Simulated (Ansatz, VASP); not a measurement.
# One calculation of MgCd5O6, two programs

```
Mg Cd O
1.0
     3.30094    0.00000    0.00000
     0.00000    4.70318    0.00000
     0.00000    0.00000   10.02926
Mg Cd O
1 5 6
Direct
  0.50000 0.50000 0.50000
  0.00000 0.00000 0.00000
  0.50000 0.50000 0.17309
  0.00000 0.00000 0.33817
  0.00000 0.00000 0.66183
  0.50000 0.50000 0.82691
  0.00000 0.50000 0.00000
  0.50000 0.00000 0.16872
  0.00000 0.50000 0.35357
  0.50000 0.00000 0.50000
  0.00000 0.50000 0.64643
  0.50000 0.00000 0.83128
```

Alike in both runs: functional PBE; k mesh 6 × 4 × 2; occupations gaussian, width 0.1 eV; no spin polarisation.

Ansatz relaxed the structure, and its values are those at the end. VASP's run is a single point on that final structure, the one shown.

|  | VASP | Ansatz |
| --- | --- | --- |
| version | VASP 6.6.1 | Ansatz 0.2.0 |
| potentials or method | VASP PAW PBE potentials, release 64 (Mg_sv, Cd_sv_GW, O), cutoff 840 eV | scalar-relativistic, plane waves, PAW |
| valence electrons in the cell | 146 | 146 |

```tsv
	VASP	Ansatz	Ansatz less VASP
gap on the k mesh at the Fermi level (eV)	none	none	-
pressure (GPa)	-0.2	0.0	+0.21
```

A gap of «none» marks a metal or a gap that the smearing closes.
